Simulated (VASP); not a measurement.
# C in VASP: notebook

C is run at these levels: PBE+D3(BJ); tasks: single point.

Program: VASP 6.6.1. These are calculated values, not measurements. Logs are shortened: lines on timing, memory, paths and dates and some standing lists are left out, and cuts for length are marked.

## (1) The cell of the first run

The structure is orthorhombic, space group Fmmm (No. 69). Conventional cell: a = 2.463 Å, b = 4.264 Å, c = 6.607 Å, α = 90.00°, β = 90.00°, γ = 90.00°. C (site symmetry m2m) has 3 C at 1.42 Å within 1.9 Å.

## (2) Single point, PBE+D3(BJ) (8.68 Å³/atom)

The input, INCAR:

```
PREC = Accurate
ENCUT = 520
EDIFF = 1E-6
ISMEAR = 0
SIGMA = 0.1
LREAL = F
LASPH = T
NELM = 60
ALGO = Normal
ISIF = 2
LWAVE = F
LCHARG = F
GGA = PE
IVDW = 12
NBANDS = 16
```

The input, KPOINTS:

```
regular mesh
0
Gamma
  18 18 6
```

The input, POSCAR:

```
C
1.0
    1.2317380897     -2.1320320823      0.0000000000
    1.2317380897      2.1320320823      0.0000000000
    0.0000000000      0.0000000000      6.6070787909
C
4
Direct
    0.0833039472      0.9166960528      0.7500000000
    0.5833039472      0.4166960528      0.2500000000
    0.9166960528      0.0833039472      0.2500000000
    0.4166960528      0.5833039472      0.7500000000
```

Potentials or basis: VASP PAW PBE potentials, release 64 (C).

Command:

```sh
> cat potpaw_PBE.64/C/POTCAR > POTCAR
> mpirun -np 1 vasp_std > vasp.out
```

OUTCAR:

```text
PREC = Accurate
   ENCUT = 520
   EDIFF = 1E-6
   ISMEAR = 0
   LREAL = F
   LASPH = T
   NELM = 60
   ISIF = 2
   GGA = PE
   IVDW = 12
 IVDW          = 12

 ion  position               nearest neighbor table
   1  0.083  0.917  0.750-   4 1.42   4 1.42   4 1.42
   2  0.583  0.417  0.250-   3 1.42   3 1.42   3 1.42
   3  0.917  0.083  0.250-   2 1.42   2 1.42   2 1.42
   4  0.417  0.583  0.750-   1 1.42   1 1.42   1 1.42

  LATTYP: Found a base centered orthorhombic cell.
 ALAT       =     2.4634761794
 B/A-ratio  =     1.7309134954
 C/A-ratio  =     2.6820144827

  Lattice vectors:

 A1 = (   1.2317380897,  -2.1320320823,   0.0000000000)
 A2 = (   1.2317380897,   2.1320320823,   0.0000000000)
 A3 = (   0.0000000000,   0.0000000000,   6.6070787909)

Analysis of symmetry for initial positions (statically):
=====================================================================
 Subroutine PRICEL returns following result:

  LATTYP: Found a face centered orthorhombic cell.
 ALAT       =     2.4634761794
 B/A-ratio  =     1.7309134954
 C/A-ratio  =     2.6820144827

  Lattice vectors:

 A1 = (   0.0000000000,  -2.1320320823,  -3.3035393954)
 A2 = (   1.2317380897,   0.0000000000,  -3.3035393954)
 A3 = (   1.2317380897,  -2.1320320823,   0.0000000000)

   2 primitive cells build up your supercell.

 Routine SETGRP: Setting up the symmetry group for a
 base centered orthorhombic supercell.

 Subroutine GETGRP returns: Found  8 space group operations
 (whereof  4 operations were pure point group operations)
 out of a pool of  8 trial point group operations.

The static configuration has the point symmetry C_2h.
 The point group associated with its full space group is D_2h.

Analysis of symmetry for dynamics (positions and initial velocities):
=====================================================================
 Subroutine PRICEL returns following result:

  LATTYP: Found a face centered orthorhombic cell.
 ALAT       =     2.4634761794
 B/A-ratio  =     1.7309134954
 C/A-ratio  =     2.6820144827

  Lattice vectors:

 A1 = (   0.0000000000,  -2.1320320823,  -3.3035393954)
 A2 = (   1.2317380897,   0.0000000000,  -3.3035393954)
 A3 = (   1.2317380897,  -2.1320320823,   0.0000000000)

   2 primitive cells build up your supercell.

 Routine SETGRP: Setting up the symmetry group for a
 base centered orthorhombic supercell.

 Subroutine GETGRP returns: Found  8 space group operations
 (whereof  4 operations were pure point group operations)
 out of a pool of  8 trial point group operations.

The dynamic configuration has the point symmetry C_2h.
 The point group associated with its full space group is D_2h.

 Subroutine INISYM returns: Found  8 space group operations
 (whereof  4 operations are pure point group operations),
 and found     2 'primitive' translations

----------------------------------------------------------------------------------------

                                     Primitive cell

  volume of cell :      17.3509

  direct lattice vectors                    reciprocal lattice vectors
     0.000000000 -2.132032082 -3.303539395    -0.405930452 -0.234518047 -0.151352819
     1.231738090  0.000000000 -3.303539395     0.405930452  0.234518047 -0.151352819
     1.231738090 -2.132032082  0.000000000     0.405930452 -0.234518047  0.151352819

  length of vectors
     3.931785006  3.525698691  2.462263089     0.492631629  0.492631629  0.492631629

  position of ions in fractional coordinates (direct lattice)
     0.333303947  0.166696053  0.833303947
     0.666696053  0.833303947  0.166696053

  ion indices of the primitive-cell ions
   primitive index   ion index
                 1           1
                 2           4

----------------------------------------------------------------------------------------

 KPOINTS: regular mesh

Automatic generation of k-mesh.
 Grid dimensions read from file:
 generate k-points for:   18   18    6

 Generating k-lattice:

  Cartesian coordinates                     Fractional coordinates (reciprocal lattice)
     0.022551692 -0.013028780  0.000000000     0.055555556  0.000000000  0.000000000
     0.022551692  0.013028780  0.000000000     0.000000000  0.055555556  0.000000000
     0.000000000  0.000000000  0.025225470     0.000000000  0.000000000  0.166666667

  Length of vectors
     0.026044729  0.026044729  0.025225470

  Shift w.r.t. Gamma in fractional coordinates (k-lattice)
     0.000000000  0.000000000  0.000000000

 Subroutine IBZKPT returns following result:
 ===========================================

 Found    364 irreducible k-points:

 Following reciprocal coordinates:
            Coordinates               Weight
  0.000000  0.000000  0.000000      1.000000
  0.055556 -0.000000  0.000000      4.000000
  0.111111 -0.000000  0.000000      4.000000
  0.166667 -0.000000  0.000000      4.000000
  0.222222 -0.000000  0.000000      4.000000
  0.277778  0.000000  0.000000      4.000000
[... 16 lines left out ...]
 -0.277778  0.055556  0.000000      4.000000
 -0.222222  0.055556  0.000000      4.000000
 [... further k-points ...]
   k-points           NKPTS =    364   k-points in BZ     NKDIM =    364   number of bands    NBANDS=     16
   number of dos      NEDOS =    301   number of ions     NIONS =      4
   total plane-waves  NPLWV =  16200
   dimension x,y,z NGX =    18 NGY =   18 NGZ =   50
   dimension x,y,z NGXF=    36 NGYF=   36 NGZF=  100
   ions per type =               4
   NGX,Y,Z   is equivalent  to a cutoff of  12.15, 12.15, 12.58 a.u.
   NGXF,Y,Z  is equivalent  to a cutoff of  24.31, 24.31, 25.16 a.u.
 SYSTEM =  unknown system
   PREC   = accura    normal or accurate (medium, high low for compatibility)
   ISTART =      0    job   : 0-new  1-cont  2-samecut
   ICHARG =      2    charge: 1-file 2-atom 10-const
   ISPIN  =      1    spin polarized calculation?
   LNONCOLLINEAR =      F non collinear calculations
   LSORBIT =      F    spin-orbit coupling
   LASPH  =      T    aspherical Exc in radial PAW
   ENCUT  =  520.0 eV  38.22 Ry    6.18 a.u.   4.58  4.58 12.28*2*pi/ulx,y,z
   NELM   =     60;   NELMIN=  2; NELMDL= -5     # of ELM steps
   EDIFF  = 0.1E-05   stopping-criterion for ELM
   LREAL  =      F    real-space projection
   EDIFFG = 0.1E-04   stopping-criterion for IOM
   NSW    =      0    number of steps for IOM
   IBRION =     -1    ionic relax: 0-MD 1-quasi-New 2-CG
   NFREE  =      0    steps in history (QN), initial steepest desc. (CG)
   ISIF   =      2    stress and relaxation
   ISYM   =      2    0-nonsym 1-usesym 2-fastsym
   POTIM  = 0.5000    time-step for ionic-motion
   TEBEG  =    0.0;   TEEND  =   0.0 temperature during run
   PSTRESS=    0.0 pullay stress
   NELECT =      16.0000    total number of electrons
   NUPDOWN=      -1.0000    fix difference up-down
   EMIN   =  10.00;   EMAX   =-10.00  energy-range for DOS
   EFERMI =   0.00;   METHOD = LEGACY
   ISMEAR =     0;   SIGMA  =   0.10  broadening in eV -4-tet -1-fermi 0-gaus
   EFERMI_NEDOS =   21; number of points for ismear=-14 and -15
   IALGO  =     38    algorithm
   IMIX   =      4    mixing-type and parameters
     AMIX     =   0.40;   BMIX     =  1.00
     AMIX_MAG =   1.60;   BMIX_MAG =  1.00
  volume/ion in A,a.u.               =       8.68        58.54
  Fermi-wavevector in a.u.,A,eV,Ry     =   1.264729  2.389992 21.763071  1.599541
  Thomas-Fermi vector in A             =   2.398019
   LORBIT       =      0    0 simple, 1 ext, 2 COOP (PROOUT), +10 PAW based schemes
   GGA     = PE    functional components
   LHFCALC =     F    Hartree Fock is set to
   AEXX    =    0.0000 exact exchange contribution
   IVDW    =    12    specifies the selected vdW correction
   LEPSILON=     F    determine dielectric tensor
   LRPA    =     F    only Hartree local field effects (RPA)
 non-spin polarized calculation
 Gauss-broadening in eV      SIGMA  =   0.10
  energy-cutoff  :      520.00
  volume of cell :       34.70
 maximum number of plane-waves:       955
   NGX =  9   NGY =  9   NGZ = 25

 number of electron      15.9999993 magnetization

 Free energy of the ion-electron system (eV)
  ---------------------------------------------------
  ext. energy  EPLUGINS =         0.00000000
  ---------------------------------------------------
  free energy    TOTEN  =       -36.82329217 eV

  energy without entropy =      -36.82299686  energy(sigma->0) =      -36.82314452

 E-fermi :   4.8340     XC(G=0): -10.4337

 val. band max:        4.7045971344   @ k =   0.3333   0.3333   0.3333
 cond. band min:       4.8349763259   @ k =   0.3333   0.3333   0.5000
 fundamental gap:      0.1303791915
 Fermi energy:         4.8340464208

 k-point     1 :       0.0000    0.0000    0.0000
  band No.  band energies     occupation
      1     -14.8569      2.00000
      2     -14.5191      2.00000
      3      -3.7659      2.00000
      4      -1.6402      2.00000
      5       1.8056      2.00000
      6       1.8289      2.00000
[... 8 lines left out ...]
     15      16.2521      0.00000
     16      16.4153      0.00000

 k-point     2 :       0.0556   -0.0000    0.0000
  band No.  band energies     occupation
      1     -14.7830      2.00000
      2     -14.4467      2.00000
      3      -3.6761      2.00000
      4      -1.5566      2.00000
      5       1.5115      2.00000
      6       1.5480      2.00000
[... 8 lines left out ...]
     15      15.9757      0.00000
     16      16.1774      0.00000

 k-point     3 :       0.1111   -0.0000    0.0000
  band No.  band energies     occupation
      1     -14.5618      2.00000
      2     -14.2299      2.00000
      3      -3.4074      2.00000
      4      -1.3072      2.00000
      5       0.6839      2.00000
      6       0.7377      2.00000
[... 8 lines left out ...]
     15      15.5001      0.00000
     16      16.0388      0.00000
[... 362 lines left out ...]
 k-point    23 :      -0.2778    0.0556    0.0000
  band No.  band energies     occupation
      1     -13.3184      2.00000
      2     -13.0113      2.00000
      3      -2.6307      2.00000
      4      -2.5234      2.00000
      5      -1.9115      2.00000
      6      -0.4179      2.00000
[... 8 lines left out ...]
     15      17.6427      0.00000
     16      17.8991      0.00000

 k-point    24 :      -0.2222    0.0556    0.0000
  band No.  band energies     occupation
      1     -13.9011      2.00000
      2     -13.5823      2.00000
      3      -2.6097      2.00000
      4      -1.2202      2.00000
      5      -1.1448      2.00000
      6      -0.5699      2.00000
[... 8 lines left out ...]
     15      16.3237      0.00000
     16      16.5580      0.00000

 [... further k-points ...]

------------------------ aborting loop because EDIFF is reached ----------------------------------------

 Edisp (eV)   -0.63707

 E8    (eV) :    -0.1809

  FORCE on cell =-STRESS in cart. coord.  units (eV):
  Direction    XX          YY          ZZ          XY          YZ          ZX
  --------------------------------------------------------------------------------------
  -------------------------------------------------------------------------------------
  Total       0.39942     0.39859     0.22473     0.00000     0.00000     0.00000
  in kB      18.44106    18.40298    10.37567     0.00000     0.00000     0.00000
  external pressure =       15.74 kB  Pullay stress =        0.00 kB

 VOLUME and BASIS-vectors are now :
 -----------------------------------------------------------------------------
  energy-cutoff  :      520.00
  volume of cell :       34.70
      direct lattice vectors                 reciprocal lattice vectors
     1.231738090 -2.132032082  0.000000000     0.405930452 -0.234518047  0.000000000
     1.231738090  2.132032082  0.000000000     0.405930452  0.234518047  0.000000000
     0.000000000  0.000000000  6.607078791     0.000000000  0.000000000  0.151352819

 POSITION                                       TOTAL-FORCE (eV/Angst)
 -----------------------------------------------------------------------------------
      1.23174      1.77682      4.95531         0.000000      0.000126      0.000000
      1.23174     -0.35521      1.65177         0.000000      0.000126     -0.000000
      1.23174     -1.77682      1.65177         0.000000     -0.000126     -0.000000
      1.23174      0.35521      4.95531         0.000000     -0.000126      0.000000
 -----------------------------------------------------------------------------------
    total drift:                                0.000000     -0.000000      0.000000

  FREE ENERGIE OF THE ION-ELECTRON SYSTEM (eV)
  ---------------------------------------------------
  free  energy   TOTEN  =       -37.4603624409 eV

  energy  without entropy=      -37.4600671273  energy(sigma->0) =      -37.46021478
```

It took 72 s on 1 thread of AMD EPYC 9R45 (Zen 5), shared host; peak memory 0.23 GiB.

Results:

```
Free energy                : -37.4604 eV
Pressure                   : 1.6 GPa
Band gap on the k mesh     : zero (filled and empty bands touch)
Dispersion energy per atom : -0.159 eV
```

Stress tensor (GPa, compression positive):
```
1.84 0.00 0.00
0.00 1.84 0.00
0.00 0.00 1.04
```

(Part 1 of 3 ends here.)
